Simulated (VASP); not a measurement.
# W (Im-3m) in VASP: further runs

W is run at these levels: LDA; tasks: single point, relaxation of cell and atoms.

Everything below comes from runs of VASP 6.6.1. Logs are shortened: lines on timing, memory, paths and dates and some standing lists are left out, and cuts for length are marked.

## (1) The cell of the first run

It takes space group Im-3m (No. 229, cubic). Conventional cell: a = 3.135 Å, b = 3.135 Å, c = 3.135 Å, α = 90.00°, β = 90.00°, γ = 90.00°. Within 3.6 Å of W (site symmetry m-3m) lie 14 W at 2.72 to 3.14 Å.

## (2) Single point, LDA

File INCAR:

```
PREC     = Accurate       # precision mode
ENCUT    = 520            # plane-wave cutoff, eV
EDIFF    = 1E-7           # SCF threshold, eV
ISMEAR   = 0              # smearing method
SIGMA    = 0.1            # smearing width, eV
LREAL    = False          # projectors in reciprocal space
LASPH    = True           # aspherical terms in the spheres
NELM     = 60             # most SCF steps
ALGO     = Normal         # electronic algorithm
ISIF     = 2              # what is computed and relaxed
LWAVE    = False          # write WAVECAR
LCHARG   = True           # write CHGCAR
GGA      = CA             # functional
LELF     = True           # ELF
LVHAR    = True         
NBANDS   = 13             # bands
```

File KPOINTS:

```
regular mesh
0
Gamma
  24 24 24
```

File POSCAR:

```
W
1.0
   -1.5675126517      1.5675126517      1.5675126517
    1.5675126517     -1.5675126517      1.5675126517
    1.5675126517      1.5675126517     -1.5675126517
W
1
Direct
    0.0000000000      0.0000000000      0.0000000000
```

Potentials or basis: VASP PAW LDA potentials, release 64 (W_sv).

Started as:

```bash
> cat potpaw_LDA.64/W_sv/POTCAR > POTCAR
> mpirun -np 1 vasp_std > vasp.out
```

OUTCAR:

```text
PREC = Accurate
   ENCUT = 520
   EDIFF = 1E-7
   ISMEAR = 0
   LREAL = False
   LASPH = True
   NELM = 60
   ISIF = 2
   GGA = CA

 ion  position               nearest neighbor table
   1  0.000  0.000  0.000-

  LATTYP: Found a body centered cubic cell.
 ALAT       =     3.1350253034

  Lattice vectors:

 A1 = (  -1.5675126517,   1.5675126517,   1.5675126517)
 A2 = (   1.5675126517,  -1.5675126517,   1.5675126517)
 A3 = (   1.5675126517,   1.5675126517,  -1.5675126517)

Analysis of symmetry for initial positions (statically):
=====================================================================
 Subroutine PRICEL returns:
 Original cell was already a primitive cell.

 Routine SETGRP: Setting up the symmetry group for a
 body centered cubic supercell.

 Subroutine GETGRP returns: Found 48 space group operations
 (whereof 48 operations were pure point group operations)
 out of a pool of 48 trial point group operations.

The static configuration has the point symmetry O_h .

Analysis of symmetry for dynamics (positions and initial velocities):
=====================================================================
 Subroutine PRICEL returns:
 Original cell was already a primitive cell.

 Routine SETGRP: Setting up the symmetry group for a
 body centered cubic supercell.

 Subroutine GETGRP returns: Found 48 space group operations
 (whereof 48 operations were pure point group operations)
 out of a pool of 48 trial point group operations.

The dynamic configuration has the point symmetry O_h .

 Subroutine INISYM returns: Found 48 space group operations
 (whereof 48 operations are pure point group operations),
 and found     1 'primitive' translations

----------------------------------------------------------------------------------------

                                     Primitive cell

  volume of cell :      15.4061

  direct lattice vectors                    reciprocal lattice vectors
    -1.567512652  1.567512652  1.567512652     0.000000000  0.318976692  0.318976692
     1.567512652 -1.567512652  1.567512652     0.318976692  0.000000000  0.318976692
     1.567512652  1.567512652 -1.567512652     0.318976692  0.318976692  0.000000000

  length of vectors
     2.715011554  2.715011554  2.715011554     0.451101164  0.451101164  0.451101164

  position of ions in fractional coordinates (direct lattice)
     0.000000000  0.000000000  0.000000000

  ion indices of the primitive-cell ions
   primitive index   ion index
                 1           1

----------------------------------------------------------------------------------------

 KPOINTS: regular mesh

Automatic generation of k-mesh.
 Grid dimensions read from file:
 generate k-points for:   24   24   24

 Generating k-lattice:

  Cartesian coordinates                     Fractional coordinates (reciprocal lattice)
     0.000000000  0.013290695  0.013290695     0.041666667  0.000000000  0.000000000
     0.013290695  0.000000000  0.013290695     0.000000000  0.041666667  0.000000000
     0.013290695  0.013290695  0.000000000     0.000000000  0.000000000  0.041666667

  Length of vectors
     0.018795882  0.018795882  0.018795882

  Shift w.r.t. Gamma in fractional coordinates (k-lattice)
     0.000000000  0.000000000  0.000000000

 Subroutine IBZKPT returns following result:
 ===========================================

 Found    413 irreducible k-points:

 Following reciprocal coordinates:
            Coordinates               Weight
  0.000000  0.000000  0.000000      1.000000
  0.041667  0.000000  0.000000     12.000000
  0.083333  0.000000  0.000000     12.000000
  0.125000  0.000000  0.000000     12.000000
  0.166667  0.000000  0.000000     12.000000
  0.208333  0.000000  0.000000     12.000000
[... 16 lines left out ...]
  0.416667  0.041667  0.000000     48.000000
  0.458333  0.041667  0.000000     48.000000
 [... further k-points ...]
   k-points           NKPTS =    413   k-points in BZ     NKDIM =    413   number of bands    NBANDS=     13
   number of dos      NEDOS =    301   number of ions     NIONS =      1
   total plane-waves  NPLWV =   8000
   dimension x,y,z NGX =    20 NGY =   20 NGZ =   20
   dimension x,y,z NGXF=    40 NGYF=   40 NGZF=   40
   ions per type =               1
   NGX,Y,Z   is equivalent  to a cutoff of  12.25, 12.25, 12.25 a.u.
   NGXF,Y,Z  is equivalent  to a cutoff of  24.49, 24.49, 24.49 a.u.
 SYSTEM =  unknown system
   PREC   = accura    normal or accurate (medium, high low for compatibility)
   ISTART =      0    job   : 0-new  1-cont  2-samecut
   ICHARG =      2    charge: 1-file 2-atom 10-const
   ISPIN  =      1    spin polarized calculation?
   LNONCOLLINEAR =      F non collinear calculations
   LSORBIT =      F    spin-orbit coupling
   LASPH  =      T    aspherical Exc in radial PAW
   ENCUT  =  520.0 eV  38.22 Ry    6.18 a.u.   5.05  5.05  5.05*2*pi/ulx,y,z
   NELM   =     60;   NELMIN=  2; NELMDL= -5     # of ELM steps
   EDIFF  = 0.1E-06   stopping-criterion for ELM
   LREAL  =      F    real-space projection
   EDIFFG = 0.1E-05   stopping-criterion for IOM
   NSW    =      0    number of steps for IOM
   IBRION =     -1    ionic relax: 0-MD 1-quasi-New 2-CG
   NFREE  =      0    steps in history (QN), initial steepest desc. (CG)
   ISIF   =      2    stress and relaxation
   ISYM   =      2    0-nonsym 1-usesym 2-fastsym
   POTIM  = 0.5000    time-step for ionic-motion
   TEBEG  =    0.0;   TEEND  =   0.0 temperature during run
   PSTRESS=    0.0 pullay stress
   NELECT =      14.0000    total number of electrons
   NUPDOWN=      -1.0000    fix difference up-down
   EMIN   =  10.00;   EMAX   =-10.00  energy-range for DOS
   EFERMI =   0.00;   METHOD = LEGACY
   ISMEAR =     0;   SIGMA  =   0.10  broadening in eV -4-tet -1-fermi 0-gaus
   EFERMI_NEDOS =   21; number of points for ismear=-14 and -15
   IALGO  =     38    algorithm
   IMIX   =      4    mixing-type and parameters
     AMIX     =   0.40;   BMIX     =  1.00
     AMIX_MAG =   1.60;   BMIX_MAG =  1.00
  volume/ion in A,a.u.               =      15.41       103.97
  Fermi-wavevector in a.u.,A,eV,Ry     =   1.585695  2.996530 34.210900  2.514430
  Thomas-Fermi vector in A             =   2.685121
   LORBIT       =      0    0 simple, 1 ext, 2 COOP (PROOUT), +10 PAW based schemes
   GGA     = CA    functional components
   LHFCALC =     F    Hartree Fock is set to
   AEXX    =    0.0000 exact exchange contribution
   IVDW    =     0    specifies the selected vdW correction
   LEPSILON=     F    determine dielectric tensor
   LRPA    =     F    only Hartree local field effects (RPA)
 non-spin polarized calculation
 Gauss-broadening in eV      SIGMA  =   0.10
  energy-cutoff  :      520.00
  volume of cell :       15.41
 maximum number of plane-waves:       430
   NGX =  9   NGY =  9   NGZ =  9

 number of electron      14.0000004 magnetization

 Free energy of the ion-electron system (eV)
  ---------------------------------------------------
  ext. energy  EPLUGINS =         0.00000000
  ---------------------------------------------------
  free energy    TOTEN  =       -14.10693863 eV

  energy without entropy =      -14.10503124  energy(sigma->0) =      -14.10598493

 E-fermi :  11.8129     XC(G=0): -13.9902

 val. band max:       11.8080715551   @ k =  -0.1667   0.2500   0.0833
 cond. band min:      11.8324574233   @ k =  -0.2917   0.2917   0.2917
 fundamental gap:      0.0243858682
 Fermi energy:        11.8129063507

 k-point     1 :       0.0000    0.0000    0.0000
  band No.  band energies     occupation
      1     -61.9735      2.00000
      2     -25.7359      2.00000
      3     -25.7359      2.00000
      4     -25.7359      2.00000
      5       2.0395      2.00000
      6      10.4289      2.00000
      7      10.4289      2.00000
      8      10.4289      2.00000
      9      13.9946      0.00000
     10      13.9946      0.00000
     11      26.3771      0.00000
     12      26.3771      0.00000
     13      26.3771      0.00000

 k-point     2 :       0.0417    0.0000    0.0000
  band No.  band energies     occupation
      1     -61.9710      2.00000
      2     -25.7627      2.00000
      3     -25.7441      2.00000
      4     -25.7360      2.00000
      5       2.1277      2.00000
      6      10.3748      2.00000
      7      10.4181      2.00000
      8      10.5135      2.00000
      9      13.9042      0.00000
     10      13.9947      0.00000
     11      26.4544      0.00000
     12      26.5256      0.00000
     13      26.6013      0.00000

 k-point     3 :       0.0833    0.0000    0.0000
  band No.  band energies     occupation
      1     -61.9632      2.00000
      2     -25.8406      2.00000
      3     -25.7683      2.00000
      4     -25.7365      2.00000
      5       2.3865      2.00000
      6      10.2203      2.00000
      7      10.3766      2.00000
      8      10.7662      2.00000
      9      13.6799      0.00000
     10      13.9978      0.00000
     11      26.6674      0.00000
     12      26.9630      0.00000
     13      27.2190      0.00000
[... 305 lines left out ...]
 k-point    23 :       0.4167    0.0417    0.0000
  band No.  band energies     occupation
      1     -61.8218      2.00000
      2     -27.1169      2.00000
      3     -26.1913      2.00000
      4     -25.7557      2.00000
      5       5.3885      2.00000
      6       8.1035      2.00000
      7      11.9130      0.15708
      8      13.9767      0.00000
      9      14.9117      0.00000
     10      17.6801      0.00000
     11      23.6449      0.00000
     12      23.9160      0.00000
     13      29.6809      0.00000

 k-point    24 :       0.4583    0.0417    0.0000
  band No.  band energies     occupation
      1     -61.8165      2.00000
      2     -27.1608      2.00000
      3     -26.2069      2.00000
      4     -25.7561      2.00000
      5       5.3624      2.00000
      6       8.0397      2.00000
      7      12.4075      0.00000
      8      13.9023      0.00000
      9      15.0145      0.00000
     10      18.1669      0.00000
     11      23.2413      0.00000
     12      23.5660      0.00000
     13      29.0273      0.00000

 [... further k-points ...]
[... 5 lines left out ...]
  --------------------------------------------------------------------------------------
  -------------------------------------------------------------------------------------
  Total        0.1882491      0.1882491      0.1882491      0.0000000      0.0000000     -0.0000000
  in kB       19.5771881     19.5771881     19.5771881      0.0000000      0.0000000     -0.0000000
  external PRESSURE =      19.5771881 kB  Pullay stress =       0.0000000 kB

 VOLUME and BASIS-vectors are now :
 -----------------------------------------------------------------------------
  energy-cutoff  :      520.00
  volume of cell :       15.41
      direct lattice vectors                 reciprocal lattice vectors
    -1.567512652  1.567512652  1.567512652     0.000000000  0.318976692  0.318976692
     1.567512652 -1.567512652  1.567512652     0.318976692  0.000000000  0.318976692
     1.567512652  1.567512652 -1.567512652     0.318976692  0.318976692  0.000000000

 POSITION                                       TOTAL-FORCE (eV/Angst)
 -----------------------------------------------------------------------------------
      0.00000      0.00000      0.00000         0.000000      0.000000      0.000000
 -----------------------------------------------------------------------------------
    total drift:                                0.000000      0.000000      0.000000

  FREE ENERGIE OF THE ION-ELECTRON SYSTEM (eV)
  ---------------------------------------------------
  free  energy   TOTEN  =       -14.1069386287 eV

  energy  without entropy=      -14.1050312405  energy(sigma->0) =      -14.10598493
```

Run time: 26 s. Hardware: 1 thread of Intel Xeon 6975P-C (Granite Rapids), shared host; peak memory 0.18 GiB.

What came out:

| Property | Result |
| --- | --- |
| Free energy | -14.1069 eV |
| Pressure | 2.0 GPa |
| Band gap on the k mesh | zero (band 7 reaches 17.09 eV, above the bottom of band 8 at 10.43 eV) |

Caveat: spin-orbit coupling is left out, which moves the levels of the heavy elements.

## (3) Relaxation of cell and atoms, LDA

This run uses another cell than the first one, of 15.93 Å³/atom, 1.034 times its volume.

File INCAR:

```
SYSTEM = W
PREC     = Accurate       ! precision mode
ENCUT    = 600            ! plane-wave cutoff, eV
EDIFF    = 1E-6           ! SCF threshold, eV
ISMEAR   = 0              ! smearing method
SIGMA    = 0.1            ! smearing width, eV
LREAL    = .FALSE.        ! projectors in reciprocal space
LASPH    = .TRUE.         ! aspherical terms in the spheres
NELM     = 100            ! most SCF steps
ALGO     = Normal         ! electronic algorithm
ISIF     = 3              ! what is computed and relaxed
LWAVE    = .FALSE.        ! write WAVECAR
LCHARG   = .FALSE.        ! write CHGCAR
IBRION   = 2              ! ionic algorithm
NSW      = 80             ! ionic steps
EDIFFG   = -0.005         ! ionic threshold
```

File KPOINTS:

```
regular mesh
0
G
  24 24 24
  0 0 0
```

File POSCAR:

```
W
1.0
   -1.5850000000      1.5850000000      1.5850000000
    1.5850000000     -1.5850000000      1.5850000000
    1.5850000000      1.5850000000     -1.5850000000
W
1
Direct
    0.0000000000      0.0000000000      0.0000000000
```

Potentials or basis: VASP PAW LDA potentials, release 64 (W_sv).

Started as:

```bash
> cat potpaw_LDA.64/W_sv/POTCAR > POTCAR
> mpirun -np 1 vasp_std > vasp.out
```

Wall time 84 s (1 thread of Intel Xeon 6975P-C (Granite Rapids), shared host); peak memory 0.22 GiB.

Results (log left out):

```yaml
Free_energy: -14.1078 eV
Relaxed_volume: 15.50 Å³/atom
Relaxed_cell: a = 2.720 Å, b = 2.720 Å, c = 2.720 Å, α = 109.47°, β = 109.47°, γ = 109.47°
Space_group_after_relaxing_to_0.05_Å: Im-3m (No. 229)
Energy_gained_by_relaxing: 11.9 meV/atom
Ionic_steps: 7
Pressure_after_relaxing: 0.0 GPa
Band_gap_on_the_k_mesh: zero (band 7 reaches 16.96 eV, above the bottom of band 8 at 10.35 eV)
```

The path:
```csv
step,energy change (eV),largest force (eV/Å),pressure (GPa),volume (Å³)
1,0.0000,0.0000,-8.65,15.93
2,0.1622,0.0000,41.40,14.03
3,-0.0118,0.0000,-0.41,15.52
4,-0.0119,0.0000,-0.08,15.50
5,-0.0118,0.0000,0.12,15.49
6,-0.0118,0.0000,-0.28,15.51
7,-0.0119,0.0000,-0.05,15.50
```

Final structure:
```
W
1.0
    -1.57064    1.57064    1.57064
     1.57064   -1.57064    1.57064
     1.57064    1.57064   -1.57064
W
1
Direct
  0.00000 0.00000 0.00000
```

Levels at points of the mesh, in eV from the Fermi level:
```tsv
k point	band 4	band 5	band 6	band 7	band 8	band 9	band 10	band 11
(0.00, 0.00, 0.00)	-37.56	-9.74	-1.37	-1.37	-1.37	2.17	2.17	14.55
(0.50, 0.00, 0.00)	-37.57	-6.48	-3.77	0.85	2.09	3.08	6.27	11.55
(0.50, 0.50, 0.50)	-38.55	-6.10	-6.10	5.24	5.24	5.24	8.47	8.47
```

Caveat: spin-orbit coupling is left out, which moves the levels of the heavy elements.
